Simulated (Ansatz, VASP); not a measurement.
**InSe: VASP beside Ansatz**

INCAR

```
SYSTEM = InSe
ALGO     = Normal         ! electronic algorithm
EDIFF    = 1E-7           ! SCF threshold, eV
ENCUT    = 520            ! plane-wave cutoff, eV
GGA      = PS             ! functional
ISIF     = 2              ! what is computed and relaxed
ISMEAR   = -1             ! smearing method
LASPH    = .True.         ! aspherical terms in the spheres
LCHARG   = .False.        ! write CHGCAR
LREAL    = .False.        ! projectors in reciprocal space
LWAVE    = .False.        ! write WAVECAR
NBANDS   = 27             ! bands
NELM     = 80             ! most SCF steps
PREC     = Accurate       ! precision mode
SIGMA    = 0.02           ! smearing width, eV
```

The input KPOINTS:

```
k-points
0
Gamma
  7 7 6
  0 0 0
```

File POSCAR:

```
InSe
1.0
    5.8482774374     -2.0481270390      0.0000000000
    5.8482774374      2.0481270390      0.0000000000
   -1.5940664399      0.0000000000      4.3091959091
In Se
2 2
Direct
    0.8840000000      0.8840000000      0.0050000000
    0.1160000000      0.1160000000      0.9950000000
    0.6600000000      0.6600000000      0.6420000000
    0.3400000000      0.3400000000      0.3580000000
```

Input for Ansatz:

```yaml
crystal:
  lattice:
    - [5.8482774374, -2.048127039, 0.0]
    - [5.8482774374, 2.048127039, 0.0]
    - [-1.5940664399, 0.0, 4.3091959091]
  atoms:
    - { symbol: In, position: [0.884, 0.884, 0.005] }
    - { symbol: In, position: [0.116, 0.116, 0.995] }
    - { symbol: Se, position: [0.66, 0.66, 0.642] }
    - { symbol: Se, position: [0.34, 0.34, 0.358] }
kpoints:
  mp_grid: { grid: [7, 7, 6] }
  band_path:
    path:
      - [0.0, 0.0, 0.0]
      - [-0.2848576481, 0.2848576481, 0.0]
      - [-0.7151423519, -0.2848576481, 0.0]
      - [-0.5, -0.5, 0.0]
      - [0.0, 0.0, 0.0]
      - [-0.5, -0.5, 0.5]
      - [-0.7459295213, -0.2540704787, 0.5]
      - [-0.2540704787, 0.2540704787, 0.5]
      - [0.0, 0.0, 0.5]
    npoints: 5
scf:
  occupations: { method: fermi_dirac, width: 0.02 }
hamiltonian:
  xc: pbesol
  pseudopotentials: { kind: all_electron, lapw: { basis_error: 0.0005 } }
output:
  forces: true
  stress: true
  eigenvalues: true
```

Change from the starting cell: volume scaled by 0.99.

Alike in both runs: task single point; functional PBEsol; k mesh 7 × 7 × 6; occupations fermi-dirac, width 0.02 eV; no spin polarisation.

|  | VASP | Ansatz |
| --- | --- | --- |
| version | VASP 6.6.1 | Ansatz 0.2.0 |
| potentials or method | VASP PAW PBE potentials, release 64 (In_d, Se), cutoff 520 eV | all-electron LAPW, scalar-relativistic |

|  | VASP | Ansatz | Ansatz less VASP |
| --- | --- | --- | --- |
| gap on the k mesh at the Fermi level (eV) | 0.91 | 0.91 | +0.005 |
| pressure (GPa) | 0.5 | 0.5 | -0.06 |
| traceless stress, the component that is largest in VASP (GPa) | 2.33 | 2.31 | -0.020 |
| rms of the force components (eV/Å) | 0.373 | 0.372 | -0.0008 |

VASP's potentials were made for PBE, not for PBEsol. Atom by atom the forces differ by 0.009 eV/Å (rms over components). Ansatz ran all-electron here, and VASP with PAW potentials.
